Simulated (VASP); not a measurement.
Write the native input for VASP 6.6.1 that does the following.

```
Task                   : single point
Functional             : PBE
Potentials or basis    : VASP PAW PBE potentials, release 64 (Au)
Cutoff                 : 520 eV
k mesh                 : 14 × 14 × 7
Occupations            : fermi-dirac, width 0.1 eV
Spin                   : no spin polarisation
Dipole correction      : no
Further INCAR settings : ALGO = Normal; EDIFF = 1e-07; NBANDS = 18
```

The structure of Au lies in POSCAR:

```
Au
1.0
    2.8762231258      0.0000000000      0.0000000000
   -1.4381115629      2.4908822939      0.0000000000
    0.0000000000      0.0000000000      4.8191412269
Au
2
Direct
    0.3333333333      0.6666666667      0.2500000000
    0.6666666667      0.3333333333      0.7500000000
```

This cell differs from its parent crystal: volume scaled by 0.96.

These files were run (other wordings do the same):

INCAR

```
PREC     = Accurate       # precision mode
ENCUT    = 520            # plane-wave cutoff, eV
EDIFF    = 1E-7           # SCF threshold, eV
ISMEAR   = -1             # smearing method
SIGMA    = 0.1            # smearing width, eV
LREAL    = False          # projectors in reciprocal space
LASPH    = True           # aspherical terms in the spheres
NELM     = 80             # most SCF steps
ALGO     = Normal         # electronic algorithm
ISIF     = 2              # what is computed and relaxed
LWAVE    = False          # write WAVECAR
LCHARG   = True           # write CHGCAR
GGA      = PE             # functional
LELF     = True           # ELF
LVHAR    = True         
NBANDS   = 18             # bands
```

KPOINTS

```
Automatic mesh
0
Gamma
  14 14 7
```

Potentials or basis: VASP PAW PBE potentials, release 64 (Au).

Run with:

```console
$ cat potpaw_PBE.64/Au/POTCAR > POTCAR
$ mpirun -np 1 vasp_std > vasp.out
```

It gave:

```
Pressure               : 6.4 GPa
Band gap on the k mesh : zero (band 11 reaches 12.63 eV, above the bottom of band 12 at 6.75 eV)
```

Caveat: spin-orbit coupling is left out, which moves the levels of the heavy elements.

It took 19 s on 1 thread of Intel(R) Xeon(R) 6975P-C (Granite Rapids), with other jobs on the host, peak memory 0.18 GiB.
